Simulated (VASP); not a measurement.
# Mg32HO32 (a cell with a defect) in VASP: notebook, part 2 of 2

VASP 6.6.1.

## Step 3: Single point, PBEsol, collinear spin

Input file INCAR:

```
SYSTEM = Mg32HO32
PREC     = Accurate       ! precision mode
ENCUT    = 520            ! plane-wave cutoff, eV
EDIFF    = 1E-6           ! SCF threshold, eV
ISMEAR   = -1             ! smearing method
SIGMA    = 0.05           ! smearing width, eV
LREAL    = Auto         
LASPH    = .True.         ! aspherical terms in the spheres
NELM     = 200            ! most SCF steps
ALGO     = Normal         ! electronic algorithm
ISIF     = 2              ! what is computed and relaxed
LWAVE    = .False.        ! write WAVECAR
LCHARG   = .True.         ! write CHGCAR
ISPIN    = 2              ! spin polarisation
MAGMOM   = 0 0 0 0.111 0 0 0 0 0 0 0 0 0 0.111 0 0 0 0 0 0 0 0 0.111 0 0.111 0 0 0 0 0 0 0 0 0 0 0 0 0 0 0.111 0 0.111 0 0 0 0 0 0 0 0 0.111 0 0 0 0 0 0 0 0 0 0.111 0 0 0 0.111 ! initial moments
LORBIT   = 11             ! projections on sites
GGA      = PS             ! functional
LELF     = .True.         ! ELF
LVHAR    = .True.       
NBANDS   = 170            ! bands
ISYM     = -1           
GGA_COMPAT= .False.
```

Input file KPOINTS:

```
explicit points
1
Reciprocal
  0.25000000   0.25000000   0.25000000 1
```

Input file POSCAR:

```
Mg32HO32
1.0
    8.4288080000      0.0000000000      0.0000000000
    0.0000000000      8.4288080000      0.0000000000
    0.0000000000      0.0000000000      8.4288080000
O Mg H
32 32 1
Direct
    0.2499670000      0.9991490000      0.9991360000
    0.2499660000      0.0000510000      0.5002080000
    0.2499650000      0.5002260000      0.0000480000
    0.2426500000      0.5075440000      0.5075070000
    0.7500650000      0.0001640000      0.0001630000
    0.7510690000      0.9991750000      0.5001740000
    0.7510760000      0.5002090000      0.9991430000
    0.7501380000      0.5001820000      0.5001840000
    0.9991110000      0.2499920000      0.9991320000
    0.9999910000      0.2500110000      0.5002090000
    0.0001130000      0.7501060000      0.0001630000
    0.9990550000      0.7511020000      0.5001850000
    0.5001970000      0.2500040000      0.0000680000
    0.5075220000      0.2426450000      0.5074700000
    0.5001990000      0.7511010000      0.9991550000
    0.5002400000      0.7501920000      0.5001620000
    0.9991020000      0.9991640000      0.2500040000
    0.0001100000      0.0001700000      0.7500640000
    0.9999670000      0.5002110000      0.2500080000
    0.9990700000      0.5002130000      0.7510880000
    0.5002070000      0.0000330000      0.2499890000
    0.5002020000      0.9991270000      0.7510840000
    0.5075380000      0.5075370000      0.2426610000
    0.5002290000      0.5002070000      0.7501640000
    0.2426190000      0.2426810000      0.2426630000
    0.2500010000      0.2500300000      0.7501320000
    0.2499570000      0.7501480000      0.2500180000
    0.2499870000      0.7511040000      0.7510810000
    0.7501280000      0.2500040000      0.2499960000
    0.7510700000      0.2500330000      0.7511000000
    0.7511100000      0.7511160000      0.2500440000
    0.7500490000      0.7500680000      0.7500280000
    0.9999020000      0.9999480000      0.9999200000
    0.9994550000      0.9994610000      0.5001190000
    0.9994580000      0.5001460000      0.9994650000
    0.9986430000      0.5011620000      0.5011180000
    0.5001170000      0.9995070000      0.9994290000
    0.5010700000      0.9986140000      0.5011410000
    0.5010680000      0.5011010000      0.9985960000
    0.5029370000      0.5030500000      0.5030340000
    0.2491050000      0.2491480000      0.9986250000
    0.2471990000      0.2471960000      0.5029620000
    0.2500940000      0.7507500000      0.9994620000
    0.2490830000      0.7516130000      0.5010920000
    0.7507060000      0.2501340000      0.9994720000
    0.7515440000      0.2491320000      0.5010840000
    0.7502330000      0.7502760000      0.9999080000
    0.7507110000      0.7507740000      0.5001330000
    0.2491260000      0.9986430000      0.2491120000
    0.2500820000      0.9995190000      0.7507280000
    0.2471840000      0.5030060000      0.2471830000
    0.2490640000      0.5010940000      0.7515830000
    0.7506840000      0.9995020000      0.2500670000
    0.7502450000      0.9999530000      0.7502860000
    0.7515410000      0.5011140000      0.2490950000
    0.7507250000      0.5001490000      0.7507430000
    0.9986100000      0.2491450000      0.2491320000
    0.9994770000      0.2501190000      0.7507040000
    0.9995060000      0.7507460000      0.2500650000
    0.9999550000      0.7502930000      0.7502950000
    0.5029500000      0.2472150000      0.2472650000
    0.5010610000      0.2491130000      0.7515320000
    0.5010380000      0.7515890000      0.2490630000
    0.5000700000      0.7507500000      0.7507590000
    0.3750290000      0.3752830000      0.3751780000
```

Potentials or basis: VASP PAW PBE potentials, release 64 (O, Mg, H).

Started as:

```console
$ cat potpaw_PBE.64/O/POTCAR potpaw_PBE.64/Mg/POTCAR potpaw_PBE.64/H/POTCAR > POTCAR
$ mpirun -np 1 vasp_std > vasp.out
```

OUTCAR:

```text
SYSTEM = Mg32HO32
   PREC = Accurate
   ENCUT = 520
   EDIFF = 1E-6
   ISMEAR = -1
   LREAL = Auto
   LASPH = .True.
   NELM = 200
   ISIF = 2
   ISPIN = 2
   LORBIT = 11
   GGA = PS
   ISYM = -1

 ion  position               nearest neighbor table
   1  0.250  0.999  0.999-  43 2.09  50 2.09  49 2.11  41 2.11  33 2.11  37 2.11
   2  0.250  0.000  0.500-  42 2.08  44 2.09  34 2.11  50 2.11  49 2.12  38 2.12
   3  0.250  0.500  0.000-  51 2.08  52 2.09  35 2.11  43 2.11  41 2.12  39 2.12
   4  0.243  0.508  0.508-  36 2.06  44 2.06  52 2.06  40 2.19  51 2.19  42 2.20
   5  0.750  0.000  0.000-  33 2.11  54 2.11  47 2.11  53 2.11  37 2.11  45 2.11
   6  0.751  0.999  0.500-  34 2.09  48 2.09  46 2.11  38 2.11  53 2.11  54 2.11
[... 75 lines left out ...]
                            33 2.97  46 2.97  55 2.97  35 2.98  34 2.98  41 2.99  49 2.99  42 2.99
  58  0.999  0.250  0.751-  30 2.09   9 2.09  18 2.11  20 2.11  10 2.11  26 2.11  42 2.95  45 2.97
                            41 2.97  46 2.97  56 2.97  35 2.97  33 2.98  54 2.98  52 2.98  36 2.98
  59  1.000  0.751  0.250-  31 2.09  17 2.09  11 2.11  12 2.11  27 2.11  19 2.11  51 2.95  49 2.97
                            53 2.97  55 2.97  34 2.97  48 2.97  33 2.98  47 2.98  44 2.98  36 2.98
  60  1.000  0.750  0.750-  11 2.11  18 2.11  32 2.11  28 2.11  20 2.11  12 2.11  52 2.97  36 2.97
                            44 2.97  33 2.98  43 2.98  35 2.98  47 2.98  34 2.98  50 2.98  54 2.98
  61  0.503  0.247  0.247-  65 1.87  29 2.08  21 2.08  13 2.08  14 2.19  23 2.19  25 2.19  53 2.95
[... 553 lines left out ...]
     0.000000000  8.428808000  0.000000000     0.000000000  0.118640738  0.000000000
     0.000000000  0.000000000  8.428808000     0.000000000  0.000000000  0.118640738

 POSITION                                       TOTAL-FORCE (eV/Angst)
 -----------------------------------------------------------------------------------
      2.10692      8.42164      8.42153        -0.001141     -0.005680     -0.007252
      2.10692      0.00043      4.21616        -0.001078     -0.004971      0.002467
      2.10691      4.21631      0.00040        -0.001868      0.001922     -0.006895
      2.04525      4.27799      4.27768         0.003238      0.000716      0.003178
      6.32215      0.00138      0.00137         0.001442     -0.004936     -0.008115
      6.33062      8.42185      4.21587         0.006999     -0.008399      0.008009
[... 57 lines left out ...]
      4.21499      6.32793      6.32800         0.004659     -0.004653     -0.007016
      3.16105      3.16319      3.16230         0.003524     -0.003685     -0.001848
 -----------------------------------------------------------------------------------
    total drift:                               -0.011570     -0.015494     -0.014265

  FREE ENERGIE OF THE ION-ELECTRON SYSTEM (eV)
  ---------------------------------------------------
  free  energy   TOTEN  =      -399.9810992489 eV

  energy  without entropy=     -399.9810942875  energy(sigma->0) =     -399.98109677

 total charge

# of ion       s       p       d       tot
------------------------------------------
    1        1.537   3.543   0.000   5.081
    2        1.537   3.541   0.000   5.078
    3        1.537   3.541   0.000   5.078
    4        1.547   3.515   0.000   5.063
    5        1.537   3.541   0.000   5.078
    6        1.538   3.543   0.000   5.081
[... 57 lines left out ...]
   64        0.151   0.182   0.080   0.413
   65        0.534   0.017   0.000   0.551
--------------------------------------------------
tot         54.580 119.078   2.576 176.234

 magnetization (x)

# of ion       s       p       d       tot
------------------------------------------
    1        0.000   0.004   0.000   0.004
    2       -0.000  -0.000   0.000  -0.000
    3       -0.000  -0.000   0.000  -0.000
    4        0.010   0.092   0.000   0.102
    5        0.000   0.000   0.000   0.000
    6        0.000   0.001   0.000   0.001
[... 57 lines left out ...]
   64        0.000   0.000   0.000   0.000
   65        0.268   0.001   0.000   0.269
--------------------------------------------------
tot          0.313   0.409   0.014   0.736
```

OSZICAR:

```text
N       E                     dE             d eps       ncg     rms          rms(c)
DAV:   1     0.142517461591E+04    0.14252E+04   -0.12761E+05   696   0.139E+03
DAV:   2    -0.327497867845E+03   -0.17527E+04   -0.17056E+04   828   0.299E+02
DAV:   3    -0.442593021193E+03   -0.11510E+03   -0.11447E+03   824   0.801E+01
DAV:   4    -0.443779885276E+03   -0.11869E+01   -0.11845E+01   808   0.895E+00
DAV:   5    -0.443795025299E+03   -0.15140E-01   -0.15130E-01   816   0.924E-01    0.377E+01
DAV:   6    -0.400890121025E+03    0.42905E+02   -0.19952E+02   792   0.312E+01    0.124E+01
DAV:   7    -0.400451550738E+03    0.43857E+00   -0.42081E+00   768   0.491E+00    0.770E+00
DAV:   8    -0.400007165285E+03    0.44439E+00   -0.10414E+00   752   0.384E+00    0.147E+00
DAV:   9    -0.399982402422E+03    0.24763E-01   -0.10277E-01   824   0.834E-01    0.585E-01
DAV:  10    -0.399980101454E+03    0.23010E-02   -0.20291E-02   792   0.357E-01    0.268E-01
DAV:  11    -0.399981394552E+03   -0.12931E-02   -0.49790E-03   776   0.180E-01    0.142E-01
DAV:  12    -0.399981132138E+03    0.26241E-03   -0.67248E-04   808   0.988E-02    0.694E-02
DAV:  13    -0.399981109181E+03    0.22958E-04   -0.43271E-04   792   0.554E-02    0.250E-02
DAV:  14    -0.399981100449E+03    0.87320E-05   -0.41941E-05   832   0.258E-02    0.102E-02
DAV:  15    -0.399981100127E+03    0.32172E-06   -0.12173E-05   760   0.890E-03    0.757E-03
DAV:  16    -0.399981099249E+03    0.87792E-06   -0.26212E-06   576   0.650E-03
   1 F= -.39998110E+03 E0= -.39998110E+03  d E =-.496134E-05  mag=     1.0000
```

It took 11 min on 1 thread of Intel Xeon Platinum 8488C (Sapphire Rapids), shared host; peak memory 0.82 GiB.

What came out:

```yaml
Free_energy: -399.9811 eV
Pressure: 1.0 GPa
Largest_force: 0.015 eV/Å
Band_gap_on_the_k_mesh: 1.25 eV
Net_moment: 1.00 μB per cell
Site_moments: O +0.00, -0.00, +0.10, +0.11 (each value once); Mg -0.00, +0.00 (each value once); H +0.27 μB
Valence_electrons_inside_the_program's_atomic_spheres: O 5.08, 5.06 (each value once); Mg 0.41, 0.42 (each value once); H 0.55
```

Forces in eV/Å, atoms in the order of the input:
```
O   -0.001 -0.006 -0.007
O   -0.001 -0.005  0.002
O   -0.002  0.002 -0.007
O    0.003  0.001  0.003
O    0.001 -0.005 -0.008
O    0.007 -0.008  0.008
O    0.008  0.006 -0.009
O    0.002  0.005  0.005
O   -0.002 -0.001 -0.007
O    0.003 -0.003  0.003
O    0.000  0.001 -0.008
O    0.002  0.008  0.008
O   -0.002 -0.003 -0.009
O   -0.008  0.006  0.002
O    0.000  0.008 -0.011
O   -0.007  0.001  0.007
O   -0.001 -0.006 -0.005
O    0.000 -0.005  0.005
O    0.005  0.002 -0.006
O    0.000  0.006  0.009
O   -0.004 -0.003 -0.004
O    0.000 -0.006  0.009
O   -0.009 -0.002  0.003
O   -0.006  0.003  0.003
O   -0.002 -0.006 -0.006
O   -0.004 -0.005  0.005
O   -0.001  0.005 -0.006
O   -0.002  0.009  0.010
O    0.003 -0.003 -0.005
O    0.008 -0.004  0.009
O    0.005  0.009 -0.009
O    0.002  0.005  0.008
Mg   0.000  0.002  0.004
Mg  -0.001  0.007 -0.002
Mg   0.000 -0.001  0.006
Mg  -0.006 -0.010 -0.010
Mg   0.001  0.005  0.009
Mg  -0.001  0.003 -0.012
Mg  -0.003 -0.008  0.006
Mg   0.009  0.000 -0.003
Mg   0.007  0.006  0.000
Mg  -0.002  0.002  0.002
Mg   0.000 -0.004  0.007
Mg   0.006 -0.003 -0.009
Mg  -0.005  0.001  0.007
Mg   0.001  0.006 -0.008
Mg   0.000 -0.002  0.006
Mg  -0.003 -0.006 -0.005
Mg   0.005 -0.001  0.008
Mg  -0.001  0.004 -0.005
Mg  -0.001  0.002  0.001
Mg   0.008 -0.007 -0.003
Mg  -0.003  0.004  0.005
Mg   0.000  0.002 -0.006
Mg   0.000 -0.007  0.010
Mg  -0.004 -0.002 -0.007
Mg  -0.006  0.007  0.008
Mg   0.001  0.001 -0.005
Mg  -0.003 -0.005  0.005
Mg  -0.005 -0.002 -0.005
Mg   0.005  0.003  0.000
Mg  -0.003  0.007  0.001
Mg   0.000 -0.002  0.011
Mg   0.005 -0.005 -0.007
H    0.004 -0.004 -0.002
```

Caveat: the PAW data sets were made with another functional, which shifts forces and pressure a little.
